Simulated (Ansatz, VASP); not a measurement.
Co: VASP beside Ansatz

File INCAR:

```
PREC = Accurate ; ENCUT = 520
EDIFF = 1E-6 ; ISMEAR = -1
SIGMA = 0.05 ; LREAL = F
LASPH = T ; NELM = 150
ALGO = Normal ; ISIF = 2
LWAVE = F ; LCHARG = F
ISPIN = 2 ; MAGMOM = 1.707 1.707 1.725 1.725
LORBIT = 11 ; LMAXMIX = 4
GGA = PE ; NBANDS = 30
```

File KPOINTS:

```
regular mesh
0
Gamma
  16 16 5
```

Contents of POSCAR:

```
Co
1.0
    2.4267791068      0.0000000000      0.0000000000
   -1.2133895534      2.1016523559      0.0000000000
    0.0000000000      0.0000000000      7.8601926112
Co
4
Direct
    0.0000000000      1.0000000000      0.0000000000
    1.0000000000      1.0000000000      0.5000000000
    0.3333333333      0.6666666667      0.2500000000
    0.6666666667      0.3333333333      0.7500000000
```

Input for Ansatz:

```yaml
crystal:
  lattice:
    - [2.4267791068, 0.0, 0.0]
    - [-1.2133895534, 2.1016523559, 0.0]
    - [0.0, 0.0, 7.8601926112]
  atoms:
    - { symbol: Co, position: [0.0, 1.0, 0.0], spin: 1.707 }
    - { symbol: Co, position: [1.0, 1.0, 0.5], spin: 1.707 }
    - { symbol: Co, position: [0.3333333333, 0.6666666667, 0.25], spin: 1.725 }
    - { symbol: Co, position: [0.6666666667, 0.3333333333, 0.75], spin: 1.725 }
hamiltonian:
  xc: pbe
  pseudopotentials:
    kind: paw
    azcp:
      Co: "pseudopotentials/Co.paw.azcp"
basis:
  ecutwfc: 420
  fft_grid_basis: typed
kpoints:
  mp_grid: { grid: [16, 16, 5], shift: [0, 0, 0] }
magnetization:
  spin_polarized: true
scf:
  occupations: { method: fermi_dirac, width: 0.05 }
  lower_state_search: "off"
output:
  stress: true
```

Alike in both runs: task single point; functional PBE; k mesh 16 × 16 × 5; occupations fermi-dirac, width 0.05 eV; collinear spin.

```csv
,VASP,Ansatz
version,VASP 6.6.1,Ansatz 0.2.0
potentials or method,"VASP PAW PBE potentials, release 64 (Co), cutoff 520 eV","plane waves (420 eV) with PAW, scalar-relativistic"
valence electrons in the cell,36,68
```

Ansatz gave:

```
pressure (GPa)                                                : 21.4
traceless stress, the component that is largest in VASP (GPa) : 0.58
net moment per atom (μB)                                      : 1.57
size of the moment on the site where the two differ most (μB) : 1.65
```

Problem. What did VASP give for the same quantities?

Solution. Pressure (GPa): 20.2; traceless stress, the component that is largest in VASP (GPa): 0.57; net moment per atom (μB): 1.56; size of the moment on the site where the two differ most (μB): 1.58.

Site moments also hang on the region over which each program counts them. VASP's potentials hold 36 valence electrons a cell and Ansatz's 68, so a difference there can come from the potentials and not from the codes.
